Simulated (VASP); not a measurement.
# Zn (a cell with a defect) in VASP: further runs

Runs on Zn (a cell with a defect). Level: LDA. Tasks: single point.

Program: VASP 6.6.1. These are calculated values, not measurements. Logs are shortened: lines on timing, memory, paths and dates and some standing lists are left out, and cuts for length are marked.

**1. The cell of the first run**

The cell holds a defect, 7 atoms: a = 5.557 Å, b = 5.557 Å, c = 5.557 Å, α = 60.00°, β = 60.00°, γ = 60.00°.

**2. Single point, LDA**

INCAR reads:

```
ALGO     = Normal         # electronic algorithm
EDIFF    = 1E-7           # SCF threshold, eV
ENCUT    = 520            # plane-wave cutoff, eV
ISIF     = 2              # what is computed and relaxed
ISMEAR   = -1             # smearing method
LASPH    = T              # aspherical terms in the spheres
LCHARG   = F              # write CHGCAR
LREAL    = F              # projectors in reciprocal space
LWAVE    = F              # write WAVECAR
NBANDS   = 51             # bands
NELM     = 60             # most SCF steps
PREC     = Accurate       # precision mode
SIGMA    = 0.1            # smearing width, eV
```

KPOINTS reads:

```
k-points
0
Gamma
  2 2 2
```

POSCAR reads:

```
Zn
1.0
    0.0000000000      3.9295520000      3.9295520000
    3.9295520000      0.0000000000      3.9295520000
    3.9295520000      3.9295520000      0.0000000000
Zn
7
Direct
   -0.0167931357      0.0163490647      0.2502220355
    0.0109858579      0.5333492215     -0.0221675397
    0.0001904797      0.4804653304      0.5096722222
    0.5185479159      0.0003990277     -0.0094735990
    0.4675139812     -0.0115182341      0.5220021265
    0.5097769415      0.4904772860     -0.0067623485
    0.5097778322      0.4904781766      0.5065072303
```

Potentials or basis: VASP PAW LDA potentials, release 64 (Zn).

Command:

```bash
cat potpaw_LDA.64/Zn/POTCAR > POTCAR
mpirun -np 1 vasp_std > vasp.out
```

OUTCAR:

```text
EDIFF = 1E-7
   ENCUT = 520
   ISIF = 2
   ISMEAR = -1
   LASPH = T
   LREAL = F
   NELM = 60
   PREC = Accurate

 ion  position               nearest neighbor table
   1  0.983  0.016  0.250-   5 2.53   2 2.54   4 2.55   3 2.55   6 2.99   7 2.99
   2  0.011  0.533  0.978-   1 2.54   4 2.67   6 2.70   7 2.70   3 2.79   3 2.79   7 2.87   6 2.87
                             4 2.89
   3  0.000  0.480  0.510-   1 2.55   5 2.67   7 2.71   6 2.71   2 2.79   2 2.79   6 2.85   7 2.85
                             5 2.89
   4  0.519  0.000  0.991-   1 2.55   2 2.67   6 2.71   7 2.71   5 2.79   5 2.79   7 2.85   6 2.85
                             2 2.89
   5  0.468  0.988  0.522-   1 2.53   3 2.67   7 2.70   6 2.70   4 2.79   4 2.79   6 2.87   7 2.87
                             3 2.89
   6  0.510  0.490  0.993-   5 2.70   2 2.70   7 2.70   3 2.71   4 2.71   4 2.85   3 2.85   7 2.85
                             2 2.87   5 2.87   1 2.99
   7  0.510  0.490  0.507-   5 2.70   2 2.70   6 2.70   3 2.71   4 2.71   4 2.85   3 2.85   6 2.85
                             2 2.87   5 2.87   1 2.99

  LATTYP: Found a face centered cubic cell.
 ALAT       =     7.8591040000

  Lattice vectors:

 A1 = (   0.0000000000,   3.9295520000,   3.9295520000)
 A2 = (   3.9295520000,   0.0000000000,   3.9295520000)
 A3 = (   3.9295520000,   3.9295520000,   0.0000000000)

Analysis of symmetry for initial positions (statically):
[... 5 lines left out ...]
 face centered cubic supercell.

 Subroutine GETGRP returns: Found  2 space group operations
 (whereof  1 operations were pure point group operations)
 out of a pool of 48 trial point group operations.

The static configuration has the point symmetry C_1 .
 The point group associated with its full space group is C_1h.

Analysis of symmetry for dynamics (positions and initial velocities):
[... 5 lines left out ...]
 face centered cubic supercell.

 Subroutine GETGRP returns: Found  2 space group operations
 (whereof  1 operations were pure point group operations)
 out of a pool of 48 trial point group operations.

The dynamic configuration has the point symmetry C_1 .
 The point group associated with its full space group is C_1h.

 Subroutine INISYM returns: Found  2 space group operations
 (whereof  1 operations are pure point group operations),
 and found     1 'primitive' translations

----------------------------------------------------------------------------------------

                                     Primitive cell

  volume of cell :     121.3554

  direct lattice vectors                    reciprocal lattice vectors
     0.000000000  3.929552000  3.929552000    -0.127240968  0.127240968  0.127240968
     3.929552000  0.000000000  3.929552000     0.127240968 -0.127240968  0.127240968
     3.929552000  3.929552000  0.000000000     0.127240968  0.127240968 -0.127240968

  length of vectors
     5.557225732  5.557225732  5.557225732     0.220387821  0.220387821  0.220387821

  position of ions in fractional coordinates (direct lattice)
     0.983206864  0.016349065  0.250222036
     0.010985858  0.533349222  0.977832460
     0.000190480  0.480465330  0.509672222
     0.518547916  0.000399028  0.990526401
     0.467513981  0.988481766  0.522002126
     0.509776942  0.490477286  0.993237652
     0.509777832  0.490478177  0.506507230

  ion indices of the primitive-cell ions
   primitive index   ion index
                 1           1
                 2           2
                 3           3
                 4           4
                 5           5
                 6           6
                 7           7

----------------------------------------------------------------------------------------

 KPOINTS: k-points

Automatic generation of k-mesh.
 Grid dimensions read from file:
 generate k-points for:    2    2    2

 Generating k-lattice:

  Cartesian coordinates                     Fractional coordinates (reciprocal lattice)
    -0.063620484  0.063620484  0.063620484     0.500000000  0.000000000  0.000000000
     0.063620484 -0.063620484  0.063620484     0.000000000  0.500000000  0.000000000
     0.063620484  0.063620484 -0.063620484     0.000000000  0.000000000  0.500000000

  Length of vectors
     0.110193911  0.110193911  0.110193911

  Shift w.r.t. Gamma in fractional coordinates (k-lattice)
     0.000000000  0.000000000  0.000000000

 Subroutine IBZKPT returns following result:
 ===========================================

 Found      6 irreducible k-points:

 Following reciprocal coordinates:
            Coordinates               Weight
  0.000000  0.000000  0.000000      1.000000
  0.500000  0.000000  0.000000      1.000000
  0.000000  0.500000  0.000000      1.000000
  0.000000  0.000000  0.500000      2.000000
  0.500000  0.500000  0.000000      1.000000
  0.000000  0.500000  0.500000      2.000000
   k-points           NKPTS =      6   k-points in BZ     NKDIM =      6   number of bands    NBANDS=     51
   number of dos      NEDOS =    301   number of ions     NIONS =      7
   total plane-waves  NPLWV =  74088
   dimension x,y,z NGX =    42 NGY =   42 NGZ =   42
   dimension x,y,z NGXF=    84 NGYF=   84 NGZF=   84
   ions per type =               7
   NGX,Y,Z   is equivalent  to a cutoff of  12.56, 12.56, 12.56 a.u.
   NGXF,Y,Z  is equivalent  to a cutoff of  25.13, 25.13, 25.13 a.u.
 SYSTEM =  unknown system
   PREC   = accura    normal or accurate (medium, high low for compatibility)
   ISTART =      0    job   : 0-new  1-cont  2-samecut
   ICHARG =      2    charge: 1-file 2-atom 10-const
   ISPIN  =      1    spin polarized calculation?
   LNONCOLLINEAR =      F non collinear calculations
   LSORBIT =      F    spin-orbit coupling
   LASPH  =      T    aspherical Exc in radial PAW
   ENCUT  =  520.0 eV  38.22 Ry    6.18 a.u.  10.33 10.33 10.33*2*pi/ulx,y,z
   NELM   =     60;   NELMIN=  2; NELMDL= -5     # of ELM steps
   EDIFF  = 0.1E-06   stopping-criterion for ELM
   LREAL  =      F    real-space projection
   EDIFFG = 0.1E-05   stopping-criterion for IOM
   NSW    =      0    number of steps for IOM
   IBRION =     -1    ionic relax: 0-MD 1-quasi-New 2-CG
   NFREE  =      0    steps in history (QN), initial steepest desc. (CG)
   ISIF   =      2    stress and relaxation
   ISYM   =      2    0-nonsym 1-usesym 2-fastsym
   POTIM  = 0.5000    time-step for ionic-motion
   TEBEG  =    0.0;   TEEND  =   0.0 temperature during run
   PSTRESS=    0.0 pullay stress
   NELECT =      84.0000    total number of electrons
   NUPDOWN=      -1.0000    fix difference up-down
   EMIN   =  10.00;   EMAX   =-10.00  energy-range for DOS
   EFERMI =   0.00;   METHOD = LEGACY
   ISMEAR =    -1;   SIGMA  =   0.10  broadening in eV -4-tet -1-fermi 0-gaus
   EFERMI_NEDOS =   21; number of points for ismear=-14 and -15
   IALGO  =     38    algorithm
   IMIX   =      4    mixing-type and parameters
     AMIX     =   0.40;   BMIX     =  1.00
     AMIX_MAG =   1.60;   BMIX_MAG =  1.00
  volume/ion in A,a.u.               =      17.34       116.99
  Fermi-wavevector in a.u.,A,eV,Ry     =   1.448154  2.736615 28.533476  2.097151
  Thomas-Fermi vector in A             =   2.566028
   LORBIT       =      0    0 simple, 1 ext, 2 COOP (PROOUT), +10 PAW based schemes
   GGA     = CA    functional components
   LHFCALC =     F    Hartree Fock is set to
   AEXX    =    0.0000 exact exchange contribution
   IVDW    =     0    specifies the selected vdW correction
   LEPSILON=     F    determine dielectric tensor
   LRPA    =     F    only Hartree local field effects (RPA)
 non-spin polarized calculation
  energy-cutoff  :      520.00
  volume of cell :      121.36
 maximum number of plane-waves:      3287
 NGX is ok and might be reduce to    42
   NGX = 21   NGY = 21   NGZ = 21

 number of electron      83.9999997 magnetization

 Free energy of the ion-electron system (eV)
  ---------------------------------------------------
  ext. energy  EPLUGINS =         0.00000000
  ---------------------------------------------------
  free energy    TOTEN  =       -13.11389293 eV

  energy without entropy =      -13.05598154  energy(sigma->0) =      -13.08493723

 E-fermi :   0.9605     XC(G=0): -11.1352

 val. band max:        0.9403568186   @ k =   0.0000   0.0000   0.5000
 cond. band min:       1.2275969017   @ k =   0.0000   0.0000   0.0000
 fundamental gap:      0.2872400832
 Fermi energy:         0.9605302349

 k-point     1 :       0.0000    0.0000    0.0000
  band No.  band energies     occupation
      1      -7.6743      2.00000
      2      -6.3641      2.00000
      3      -6.2889      2.00000
      4      -6.1682      2.00000
      5      -6.1287      2.00000
      6      -6.1144      2.00000
[... 43 lines left out ...]
     50       5.1044      0.00000
     51      10.9542      0.00000

 k-point     2 :       0.5000    0.0000    0.0000
  band No.  band energies     occupation
      1      -6.6006      2.00000
      2      -6.2180      2.00000
      3      -6.1035      2.00000
      4      -6.0780      2.00000
      5      -6.0776      2.00000
      6      -5.9858      2.00000
[... 43 lines left out ...]
     50       8.8616      0.00000
     51       9.5117      0.00000

 k-point     3 :       0.0000    0.5000    0.0000
  band No.  band energies     occupation
      1      -6.5994      2.00000
      2      -6.2166      2.00000
      3      -6.1040      2.00000
      4      -6.0793      2.00000
      5      -6.0759      2.00000
      6      -5.9859      2.00000
[... 43 lines left out ...]
     50       8.8655      0.00000
     51       9.5063      0.00000

 k-point     4 :       0.0000    0.0000    0.5000
  band No.  band energies     occupation
      1      -6.4383      2.00000
      2      -6.3131      2.00000
      3      -6.1133      2.00000
      4      -6.0450      2.00000
      5      -5.9909      2.00000
      6      -5.8866      2.00000
[... 43 lines left out ...]
     50       9.0576      0.00000
     51       9.2440      0.00000

 k-point     5 :       0.5000    0.5000    0.0000
  band No.  band energies     occupation
      1      -6.1937      2.00000
      2      -6.1429      2.00000
      3      -6.1099      2.00000
      4      -5.9567      2.00000
      5      -5.9423      2.00000
      6      -5.8766      2.00000
[... 43 lines left out ...]
     50       6.6245      0.00000
     51       7.5486      0.00000

 k-point     6 :       0.0000    0.5000    0.5000
  band No.  band energies     occupation
      1      -6.1910      2.00000
      2      -6.0475      2.00000
      3      -5.9892      2.00000
      4      -5.9830      2.00000
      5      -5.9775      2.00000
      6      -5.9512      2.00000
[... 43 lines left out ...]
     50       7.2156      0.00000
     51       7.2775      0.00000

------------------------ aborting loop because EDIFF is reached ----------------------------------------

  FORCE on cell =-STRESS in cart. coord.  units (eV):
  Direction    XX          YY          ZZ          XY          YZ          ZX
  --------------------------------------------------------------------------------------
  -------------------------------------------------------------------------------------
  Total       -8.0286156     -8.0286156     -6.4398484     -0.8233560      0.0087147     -0.0087148
  in kB     -105.9966486   -105.9966486    -85.0211768    -10.8702393      0.1150544     -0.1150554
  external PRESSURE =     -99.0048246 kB  Pullay stress =       0.0000000 kB

 VOLUME and BASIS-vectors are now :
 -----------------------------------------------------------------------------
  energy-cutoff  :      520.00
  volume of cell :      121.36
      direct lattice vectors                 reciprocal lattice vectors
     0.000000000  3.929552000  3.929552000    -0.127240968  0.127240968  0.127240968
     3.929552000  0.000000000  3.929552000     0.127240968 -0.127240968  0.127240968
     3.929552000  3.929552000  0.000000000     0.127240968  0.127240968 -0.127240968

 POSITION                                       TOTAL-FORCE (eV/Angst)
 -----------------------------------------------------------------------------------
      1.04750      4.84682      3.92781        -0.016550      0.016550      0.009265
      5.93827      3.88561      2.13899         0.004363     -0.004363      0.023225
      3.89080      2.00353      1.88876        -0.001500      0.001500     -0.007149
      3.89389      5.92999      2.03923        -0.003440      0.003440      0.011005
      5.93553      3.88836      5.72141         0.012172     -0.012172     -0.032078
      5.83034      5.90617      3.93055         0.010115      0.005161     -0.002135
      3.91771      3.99354      3.93056        -0.005161     -0.010115     -0.002135
 -----------------------------------------------------------------------------------
    total drift:                                0.000867     -0.000866     -0.000012

  FREE ENERGIE OF THE ION-ELECTRON SYSTEM (eV)
  ---------------------------------------------------
  free  energy   TOTEN  =       -13.1138929273 eV

  energy  without entropy=      -13.0559815351  energy(sigma->0) =      -13.08493723
```

It took 81 s on 1 thread of AMD EPYC 7R43 (Zen 3), shared host; peak memory 0.17 GiB.

Results:

```yaml
Free_energy: -13.1139 eV
Pressure: -9.9 GPa
Largest_force: 0.036 eV/Å
Band_gap_on_the_k_mesh: zero (band 42 reaches 4.36 eV, above the bottom of band 43 at 0.58 eV)
```

Forces in eV/Å, atoms in the order of the input:
```
Zn  -0.017  0.017  0.009
Zn   0.004 -0.004  0.023
Zn  -0.002  0.002 -0.007
Zn  -0.003  0.003  0.011
Zn   0.012 -0.012 -0.032
Zn   0.010  0.005 -0.002
Zn  -0.005 -0.010 -0.002
```

Stress tensor (GPa, compression positive):
```
-10.60  -1.09  -0.01
 -1.09 -10.60   0.01
 -0.01   0.01  -8.50
```

Caveat: the k points lie up to 0.69 Å⁻¹ apart.

**3. Single point, LDA**

INCAR reads:

```
  PREC = Accurate
  ENCUT = 520
  EDIFF = 1E-6
  ISMEAR = -1
  SIGMA = 0.1
  LREAL = False
  LASPH = True
  NELM = 60
  ALGO = Normal
  ISIF = 2
  LWAVE = False
  LCHARG = False
  NBANDS = 51
```

KPOINTS reads:

```
regular mesh
0
Gamma
  2 2 2
```

POSCAR reads:

```
Zn
1.0
    0.0000000000      3.9295520000      3.9295520000
    3.9295520000      0.0000000000      3.9295520000
    3.9295520000      3.9295520000      0.0000000000
Zn
7
Direct
   -0.0113860308      0.0105818679      0.3763841272
    0.0051217034      0.5205262585     -0.0200814240
    0.0040993223      0.4871554060      0.4977863889
    0.5083368282     -0.0023768613     -0.0088287418
    0.4829170094     -0.0060669766      0.5041621793
    0.5069040949      0.4937425437      0.0096339226
    0.5040070726      0.4964380163      0.5159432933
```

Potentials or basis: VASP PAW LDA potentials, release 64 (Zn).

Command:

```bash
cat potpaw_LDA.64/Zn/POTCAR > POTCAR
mpirun -np 1 vasp_std > vasp.out
```

Run time: 75 s. Hardware: 1 thread of AMD EPYC 7R43 (Zen 3), shared host; peak memory 0.17 GiB.

Results (log left out):

| Quantity | Value |
| --- | --- |
| Free energy | -13.2858 eV |
| Pressure | -9.4 GPa |
| Largest force | 0.402 eV/Å |
| Band gap on the k mesh | zero (band 42 reaches 4.39 eV, above the bottom of band 43 at 0.87 eV) |

Forces on the atoms (eV/Å):
```
Zn   0.252  0.313  0.008
Zn  -0.059 -0.070 -0.039
Zn  -0.057 -0.067  0.025
Zn  -0.079 -0.058  0.002
Zn  -0.045 -0.086  0.010
Zn   0.015 -0.007 -0.002
Zn  -0.026 -0.025 -0.004
```

Stress tensor (GPa, compression positive):
```
-9.71 -0.66 -0.04
-0.66 -9.87  0.06
-0.04  0.06 -8.73
```

Levels at points of the mesh, in eV from the Fermi level:
| k point | band 41 | band 42 | band 43 | band 44 | band 45 | band 46 |
| --- | --- | --- | --- | --- | --- | --- |
| (0.00, 0.00, 0.00) | -0.50 | -0.25 | -0.09 | 0.79 | 1.26 | 1.38 |
| (0.50, 0.00, 0.00) | -0.77 | -0.76 | -0.06 | 3.09 | 3.58 | 4.01 |
| (0.00, 0.50, 0.00) | -0.77 | -0.76 | -0.06 | 3.10 | 3.59 | 4.02 |
| (0.00, 0.00, 0.50) | -0.77 | -0.76 | -0.02 | 3.51 | 3.63 | 4.00 |
| (0.50, 0.50, 0.50) | -0.77 | -0.76 | -0.01 | 3.51 | 3.64 | 3.99 |
| (0.50, 0.50, 0.00) | -1.91 | 3.20 | 3.53 | 4.35 | 4.48 | 4.70 |
| (0.00, 0.50, 0.50) | -1.86 | 3.41 | 3.67 | 4.25 | 4.28 | 4.44 |
| (0.50, 0.00, 0.50) | -1.84 | 3.43 | 3.61 | 4.27 | 4.36 | 4.43 |

Caveat: the k points lie up to 0.69 Å⁻¹ apart.

**4. Single point, LDA**

INCAR reads:

```
PREC     = Accurate       # precision mode
ENCUT    = 520            # plane-wave cutoff, eV
EDIFF    = 1E-7           # SCF threshold, eV
ISMEAR   = -1             # smearing method
SIGMA    = 0.1            # smearing width, eV
LREAL    = False          # projectors in reciprocal space
LASPH    = True           # aspherical terms in the spheres
NELM     = 60             # most SCF steps
ALGO     = Normal         # electronic algorithm
ISIF     = 2              # what is computed and relaxed
LWAVE    = False          # write WAVECAR
LCHARG   = False          # write CHGCAR
NBANDS   = 51             # bands
```

KPOINTS is that of step 3.

POSCAR reads:

```
Zn
1.0
    0.0000000000      3.9295520000      3.9295520000
    3.9295520000      0.0000000000      3.9295520000
    3.9295520000      3.9295520000      0.0000000000
Zn
7
Direct
   -0.0113857763      0.0105818679      0.1244197812
    0.0051217034      0.5205262585     -0.0055665379
    0.0040994495      0.4871555333      0.5109592646
    0.5083367010     -0.0023769885      0.0028683931
    0.4829170094     -0.0060667221      0.5189877879
    0.5040065636      0.4964372529     -0.0163876187
    0.5069043494      0.4937427982      0.4897189298
```

Command:

```bash
cat potpaw_LDA.64/Zn/POTCAR > POTCAR
mpirun -np 1 vasp_std > vasp.out
```

It took 91 s on 1 thread of AMD EPYC 7R43 (Zen 3), shared host; peak memory 0.17 GiB.

Results (log left out):

```
Free energy            : -13.2858 eV
Pressure               : -9.5 GPa
Largest force          : 0.402 eV/Å
Band gap on the k mesh : zero (band 42 reaches 4.39 eV, above the bottom of band 43 at 0.87 eV)
```

Forces on the atoms (eV/Å):
```
Zn  -0.313 -0.251  0.008
Zn   0.070  0.059 -0.039
Zn   0.067  0.057  0.025
Zn   0.058  0.080  0.002
Zn   0.086  0.045  0.010
Zn   0.025  0.026 -0.004
Zn   0.007 -0.015 -0.002
```

Stress tensor (GPa, compression positive):
```
-9.91 -0.66 -0.06
-0.66 -9.75  0.04
-0.06  0.04 -8.78
```

Levels at points of the mesh, in eV from the Fermi level:
| k point | band 41 | band 42 | band 43 | band 44 | band 45 | band 46 |
| --- | --- | --- | --- | --- | --- | --- |
| (0.00, 0.00, 0.00) | -0.50 | -0.25 | -0.09 | 0.79 | 1.26 | 1.38 |
| (0.50, 0.00, 0.00) | -0.77 | -0.76 | -0.06 | 3.09 | 3.58 | 4.01 |
| (0.00, 0.50, 0.00) | -0.77 | -0.76 | -0.06 | 3.10 | 3.59 | 4.02 |
| (0.00, 0.00, 0.50) | -0.77 | -0.76 | -0.01 | 3.51 | 3.64 | 3.99 |
| (0.50, 0.50, 0.50) | -0.77 | -0.76 | -0.02 | 3.51 | 3.63 | 4.00 |
| (0.50, 0.50, 0.00) | -1.91 | 3.20 | 3.53 | 4.35 | 4.48 | 4.70 |
| (0.00, 0.50, 0.50) | -1.84 | 3.43 | 3.61 | 4.27 | 4.36 | 4.43 |
| (0.50, 0.00, 0.50) | -1.86 | 3.41 | 3.67 | 4.25 | 4.28 | 4.44 |

Caveat: the k points lie up to 0.69 Å⁻¹ apart.
